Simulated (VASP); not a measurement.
## NiMoIrPdW: single point with PBE

NiMoIrPdW:

```
Ni Mo Pd Ir W
1.0
     2.76617    0.00000    0.00000
    -1.38308    2.39557    0.00000
     0.00000    0.00000   11.02293
Ni Mo Pd Ir W
1 1 1 1 1
Direct
  0.33333 0.66667 0.59712
  0.00000 0.00000 0.41074
  0.66667 0.33333 0.79520
  0.66667 0.33333 0.19960
  0.33333 0.66667 0.99734
```

```
Program             : VASP 6.6.1
Task                : single point
Functional          : PBE
Potentials or basis : VASP PAW PBE potentials, release 64 (Ni, Mo_sv, Pd, Ir, W_sv)
Cutoff              : 520 eV
k mesh              : 12 × 12 × 4
Occupations         : gaussian, width 0.1 eV
Spin                : no spin polarisation
```

The pressure is 0.4 GPa, the largest force is 0.031 eV/Å and the band gap on the k mesh is zero (an odd number of electrons rules out a gap without spin polarisation).

Forces in eV/Å, atoms in the order of the input:
```
Ni   0.000  0.000  0.011
Mo   0.000  0.000 -0.004
Pd   0.000  0.000 -0.011
Ir   0.000  0.000  0.031
W    0.000  0.000 -0.026
```

Stress tensor (GPa, compression positive):
```
0.39 0.00 0.00
0.00 0.39 0.00
0.00 0.00 0.28
```

Levels at points of the mesh, in eV from the Fermi level:
| k point | band 27 | band 28 | band 29 | band 30 | band 31 | band 32 |
| --- | --- | --- | --- | --- | --- | --- |
| (0.00, 0.00, 0.00) | -1.06 | -1.06 | -0.92 | -0.31 | -0.31 | -0.19 |
| (0.50, 0.00, 0.00) | -0.20 | 0.67 | 0.99 | 1.29 | 1.63 | 2.27 |
| (0.00, 0.00, 0.50) | -1.41 | -1.28 | -1.28 | -0.21 | -0.21 | 0.34 |
| (0.50, 0.00, 0.50) | -0.27 | 0.61 | 0.99 | 1.47 | 2.15 | 2.41 |

Wall time 11 min on 1 thread of Intel Xeon 8259CL, on a shared host, peak memory 0.38 GiB.

Caveat: spin-orbit coupling is left out, which moves the levels of the heavy elements. Spin polarisation is off, so any magnetic state and its effect on volume and gap are missing.
